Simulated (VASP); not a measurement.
# Na2N (P6/mmm) in VASP: single point with PBE

Aim: the single point of Na2N with PBE.

Program: VASP 6.6.1. These are calculated values, not measurements. Logs are shortened: lines on timing, memory, paths and dates and some standing lists are left out, and cuts for length are marked.

**1. The cell of the first run**

Symmetry: P6/mmm, No. 191, hexagonal system. The conventional cell has a = 2.916 Å, b = 2.916 Å, c = 6.730 Å, α = 90.00°, β = 90.00°, γ = 120.00°. Na (site symmetry 6mm) has 1 N at 2.07 Å and 1 Na at 2.59 Å within 2.7 Å. Within 2.7 Å of N (site symmetry 6/mmm) lie 2 Na at 2.07 Å.

**2. Single point, PBE**

Contents of INCAR:

```
SYSTEM = Na2N
ALGO = Normal
EDIFF = 1E-6
ENCUT = 600
GGA = PE
GGA_COMPAT = .False.
ISIF = 2
ISMEAR = 0
LASPH = .True.
LCHARG = .True.
LELF = .True.
LREAL = .False.
LVHAR = .True.
LWAVE = .False.
NBANDS = 16
NELM = 120
PREC = Accurate
SIGMA = 0.1
```

Contents of KPOINTS:

```
k-points
0
Gamma
  6 6 4
  0 0 0
```

Contents of POSCAR:

```
Na2N
1.0
    2.9158707500      0.0000000000      0.0000000000
   -1.4579353700      2.5252181400      0.0000000000
    0.0000000000      0.0000000000      6.7295643400
Na N
2 1
Direct
    0.0000000000      0.0000000000      0.6926503200
    0.0000000000      0.0000000000      0.3073496800
    0.0000000000      0.0000000000      0.0000000000
```

Potentials or basis: VASP PAW PBE potentials, release 64 (Na_pv, N).

Launch:

```sh
cat potpaw_PBE.64/Na_pv/POTCAR potpaw_PBE.64/N/POTCAR > POTCAR
mpirun -np 1 vasp_std > vasp.out
```

OUTCAR:

```text
SYSTEM = Na2N
   EDIFF = 1E-6
   ENCUT = 600
   GGA = PE
   ISIF = 2
   ISMEAR = 0
   LASPH = .True.
   LREAL = .False.
   NELM = 120
   PREC = Accurate

 ion  position               nearest neighbor table
   1  0.000  0.000  0.693-   3 2.07   2 2.59
   2  0.000  0.000  0.307-   3 2.07   1 2.59
   3  0.000  0.000  0.000-   1 2.07   2 2.07

  LATTYP: Found a hexagonal cell.
 ALAT       =     2.9158707500
 C/A-ratio  =     2.3079089977

  Lattice vectors:

 A1 = (   2.9158707500,   0.0000000000,   0.0000000000)
 A2 = (  -1.4579353700,   2.5252181400,   0.0000000000)
 A3 = (   0.0000000000,   0.0000000000,   6.7295643400)

Analysis of symmetry for initial positions (statically):
=====================================================================
 Subroutine PRICEL returns:
 Original cell was already a primitive cell.

 Routine SETGRP: Setting up the symmetry group for a
 hexagonal supercell.

 Subroutine GETGRP returns: Found 24 space group operations
 (whereof 24 operations were pure point group operations)
 out of a pool of 24 trial point group operations.

The static configuration has the point symmetry D_6h.

Analysis of symmetry for dynamics (positions and initial velocities):
=====================================================================
 Subroutine PRICEL returns:
 Original cell was already a primitive cell.

 Routine SETGRP: Setting up the symmetry group for a
 hexagonal supercell.

 Subroutine GETGRP returns: Found 24 space group operations
 (whereof 24 operations were pure point group operations)
 out of a pool of 24 trial point group operations.

The dynamic configuration has the point symmetry D_6h.

 Subroutine INISYM returns: Found 24 space group operations
 (whereof 24 operations are pure point group operations),
 and found     1 'primitive' translations

----------------------------------------------------------------------------------------

                                     Primitive cell

  volume of cell :      49.5512

  direct lattice vectors                    reciprocal lattice vectors
     2.915870750  0.000000000  0.000000000     0.342950729  0.198002695  0.000000000
    -1.457935370  2.525218140  0.000000000     0.000000000  0.396005392  0.000000000
     0.000000000  0.000000000  6.729564340     0.000000000  0.000000000  0.148598029

  length of vectors
     2.915870750  2.915870744  6.729564340     0.396005391  0.396005392  0.148598029

  position of ions in fractional coordinates (direct lattice)
     0.000000000  0.000000000  0.692650320
     0.000000000  0.000000000  0.307349680
     0.000000000  0.000000000  0.000000000

  ion indices of the primitive-cell ions
   primitive index   ion index
                 1           1
                 2           2
                 3           3

----------------------------------------------------------------------------------------

 KPOINTS: k-points

Automatic generation of k-mesh.
 Grid dimensions read from file:
 generate k-points for:    6    6    4

 Generating k-lattice:

  Cartesian coordinates                     Fractional coordinates (reciprocal lattice)
     0.057158455  0.033000449  0.000000000     0.166666667  0.000000000  0.000000000
     0.000000000  0.066000899  0.000000000     0.000000000  0.166666667  0.000000000
     0.000000000  0.000000000  0.037149507     0.000000000  0.000000000  0.250000000

  Length of vectors
     0.066000899  0.066000899  0.037149507

  Shift w.r.t. Gamma in fractional coordinates (k-lattice)
     0.000000000  0.000000000  0.000000000

 Subroutine IBZKPT returns following result:
 ===========================================

 Found     21 irreducible k-points:

 Following reciprocal coordinates:
            Coordinates               Weight
  0.000000  0.000000  0.000000      1.000000
  0.166667  0.000000  0.000000      6.000000
  0.333333 -0.000000  0.000000      6.000000
  0.500000  0.000000  0.000000      3.000000
  0.166667  0.166667  0.000000      6.000000
  0.333333  0.166667  0.000000     12.000000
[... 13 lines left out ...]
  0.333333  0.166667  0.500000     12.000000
  0.333333  0.333333  0.500000      2.000000
   k-points           NKPTS =     21   k-points in BZ     NKDIM =     21   number of bands    NBANDS=     16
   number of dos      NEDOS =    301   number of ions     NIONS =      3
   total plane-waves  NPLWV =  31104
   dimension x,y,z NGX =    24 NGY =   24 NGZ =   54
   dimension x,y,z NGXF=    48 NGYF=   48 NGZF=  108
   ions per type =               2   1
   NGX,Y,Z   is equivalent  to a cutoff of  13.68, 13.68, 13.34 a.u.
   NGXF,Y,Z  is equivalent  to a cutoff of  27.37, 27.37, 26.68 a.u.
 SYSTEM =  Na2N
   PREC   = accura    normal or accurate (medium, high low for compatibility)
   ISTART =      0    job   : 0-new  1-cont  2-samecut
   ICHARG =      2    charge: 1-file 2-atom 10-const
   ISPIN  =      1    spin polarized calculation?
   LNONCOLLINEAR =      F non collinear calculations
   LSORBIT =      F    spin-orbit coupling
   LASPH  =      T    aspherical Exc in radial PAW
   ENCUT  =  600.0 eV  44.10 Ry    6.64 a.u.   5.82  5.82 13.44*2*pi/ulx,y,z
   NELM   =    120;   NELMIN=  2; NELMDL= -5     # of ELM steps
   EDIFF  = 0.1E-05   stopping-criterion for ELM
   LREAL  =      F    real-space projection
   EDIFFG = 0.1E-04   stopping-criterion for IOM
   NSW    =      0    number of steps for IOM
   IBRION =     -1    ionic relax: 0-MD 1-quasi-New 2-CG
   NFREE  =      0    steps in history (QN), initial steepest desc. (CG)
   ISIF   =      2    stress and relaxation
   ISYM   =      2    0-nonsym 1-usesym 2-fastsym
   POTIM  = 0.5000    time-step for ionic-motion
   TEBEG  =    0.0;   TEEND  =   0.0 temperature during run
   PSTRESS=    0.0 pullay stress
   NELECT =      19.0000    total number of electrons
   NUPDOWN=      -1.0000    fix difference up-down
   EMIN   =  10.00;   EMAX   =-10.00  energy-range for DOS
   EFERMI =   0.00;   METHOD = LEGACY
   ISMEAR =     0;   SIGMA  =   0.10  broadening in eV -4-tet -1-fermi 0-gaus
   EFERMI_NEDOS =   21; number of points for ismear=-14 and -15
   IALGO  =     38    algorithm
   IMIX   =      4    mixing-type and parameters
     AMIX     =   0.40;   BMIX     =  1.00
     AMIX_MAG =   1.60;   BMIX_MAG =  1.00
  volume/ion in A,a.u.               =      16.52       111.46
  Fermi-wavevector in a.u.,A,eV,Ry     =   1.189345  2.247537 19.246018  1.414542
  Thomas-Fermi vector in A             =   2.325455
   LORBIT       =      0    0 simple, 1 ext, 2 COOP (PROOUT), +10 PAW based schemes
   GGA     = PE    functional components
   LHFCALC =     F    Hartree Fock is set to
   AEXX    =    0.0000 exact exchange contribution
   IVDW    =     0    specifies the selected vdW correction
   LEPSILON=     F    determine dielectric tensor
   LRPA    =     F    only Hartree local field effects (RPA)
 non-spin polarized calculation
 Gauss-broadening in eV      SIGMA  =   0.10
  energy-cutoff  :      600.00
  volume of cell :       49.55
 maximum number of plane-waves:      1668
 NGX is ok and might be reduce to    24
   NGX = 11   NGY = 11   NGZ = 27

 number of electron      18.9999993 magnetization

 Free energy of the ion-electron system (eV)
  ---------------------------------------------------
  ext. energy  EPLUGINS =         0.00000000
  ---------------------------------------------------
  free energy    TOTEN  =        -5.99089243 eV

  energy without entropy =       -5.96590508  energy(sigma->0) =       -5.97839875

 E-fermi :   1.7338     XC(G=0):  -8.7325

 val. band max:        1.7305460466   @ k =   0.3333  -0.0000   0.2500
 cond. band min:       1.8837597347   @ k =   0.1667   0.0000   0.5000
 fundamental gap:      0.1532136881
 Fermi energy:         1.7338242262

 k-point     1 :       0.0000    0.0000    0.0000
  band No.  band energies     occupation
      1     -22.4713      2.00000
      2     -22.2916      2.00000
      3     -22.2916      2.00000
      4     -22.2647      2.00000
      5     -22.2647      2.00000
      6     -22.1792      2.00000
[... 8 lines left out ...]
     15      15.4224      0.00000
     16      17.9335      0.00000

 k-point     2 :       0.1667    0.0000    0.0000
  band No.  band energies     occupation
      1     -22.4549      2.00000
      2     -22.3663      2.00000
      3     -22.3340      2.00000
      4     -22.3076      2.00000
      5     -22.2798      2.00000
      6     -22.1695      2.00000
[... 8 lines left out ...]
     15      14.9917      0.00000
     16      16.1383      0.00000

 k-point     3 :       0.3333   -0.0000    0.0000
  band No.  band energies     occupation
      1     -22.5150      2.00000
      2     -22.4694      2.00000
      3     -22.4191      2.00000
      4     -22.3395      2.00000
      5     -22.3097      2.00000
      6     -22.1502      2.00000
[... 8 lines left out ...]
     15      12.0842      0.00000
     16      14.2179      0.00000

 k-point     4 :       0.5000    0.0000    0.0000
  band No.  band energies     occupation
      1     -22.5860      2.00000
      2     -22.5358      2.00000
      3     -22.4027      2.00000
      4     -22.3553      2.00000
      5     -22.3246      2.00000
      6     -22.1405      2.00000
[... 8 lines left out ...]
     15      11.7743      0.00000
     16      11.9447      0.00000
[... 267 lines left out ...]
 k-point    19 :       0.1667    0.1667    0.5000
  band No.  band energies     occupation
      1     -22.4650      2.00000
      2     -22.4237      2.00000
      3     -22.4087      2.00000
      4     -22.3455      2.00000
      5     -22.3160      2.00000
      6     -22.1736      2.00000
[... 8 lines left out ...]
     15      12.9658      0.00000
     16      13.2117      0.00000

 k-point    20 :       0.3333    0.1667    0.5000
  band No.  band energies     occupation
      1     -22.5467      2.00000
      2     -22.5016      2.00000
      3     -22.3945      2.00000
      4     -22.3866      2.00000
      5     -22.3612      2.00000
      6     -22.1571      2.00000
[... 8 lines left out ...]
     15      10.5557      0.00000
     16      10.9332      0.00000

 k-point    21 :       0.3333    0.3333    0.5000
  band No.  band energies     occupation
      1     -22.4924      2.00000
      2     -22.4924      2.00000
      3     -22.4520      2.00000
      4     -22.4520      2.00000
      5     -22.3794      2.00000
      6     -22.1517      2.00000
[... 8 lines left out ...]
     15       9.4464      0.00000
     16      11.6334      0.00000

------------------------ aborting loop because EDIFF is reached ----------------------------------------

  FORCE on cell =-STRESS in cart. coord.  units (eV):
  Direction    XX          YY          ZZ          XY          YZ          ZX
  --------------------------------------------------------------------------------------
  -------------------------------------------------------------------------------------
  Total        1.4024609      1.4024609      7.0705062      0.0000000     -0.0000000      0.0000000
  in kB       45.3468620     45.3468619    228.6161826      0.0000001     -0.0000000      0.0000000
  external PRESSURE =     106.4366355 kB  Pullay stress =       0.0000000 kB

 VOLUME and BASIS-vectors are now :
 -----------------------------------------------------------------------------
  energy-cutoff  :      600.00
  volume of cell :       49.55
      direct lattice vectors                 reciprocal lattice vectors
     2.915870750  0.000000000  0.000000000     0.342950729  0.198002695  0.000000000
    -1.457935370  2.525218140  0.000000000     0.000000000  0.396005392  0.000000000
     0.000000000  0.000000000  6.729564340     0.000000000  0.000000000  0.148598029

 POSITION                                       TOTAL-FORCE (eV/Angst)
 -----------------------------------------------------------------------------------
      0.00000      0.00000      4.66123         0.000000     -0.000000     -0.110819
      0.00000      0.00000      2.06833         0.000000      0.000000      0.110819
      0.00000      0.00000      0.00000        -0.000000      0.000000      0.000000
 -----------------------------------------------------------------------------------
    total drift:                                0.000000     -0.000000      0.000000

  FREE ENERGIE OF THE ION-ELECTRON SYSTEM (eV)
  ---------------------------------------------------
  free  energy   TOTEN  =        -5.9908924316 eV

  energy  without entropy=       -5.9659050778  energy(sigma->0) =       -5.97839875
```

It took 23 s on 1 thread of Intel Xeon 8259CL, shared host; peak memory 0.17 GiB.

What came out:

| Quantity | Value |
| --- | --- |
| Free energy | -5.9909 eV |
| Pressure | 10.6 GPa |
| Largest force | 0.111 eV/Å |

Forces in eV/Å, atoms in the order of the input:
```
Na   0.000  0.000 -0.111
Na   0.000  0.000  0.111
N    0.000  0.000  0.000
```

Stress tensor (GPa, compression positive):
```
 4.53  0.00  0.00
 0.00  4.53  0.00
 0.00  0.00 22.86
```

Caveat: the k points lie up to 0.41 Å⁻¹ apart.
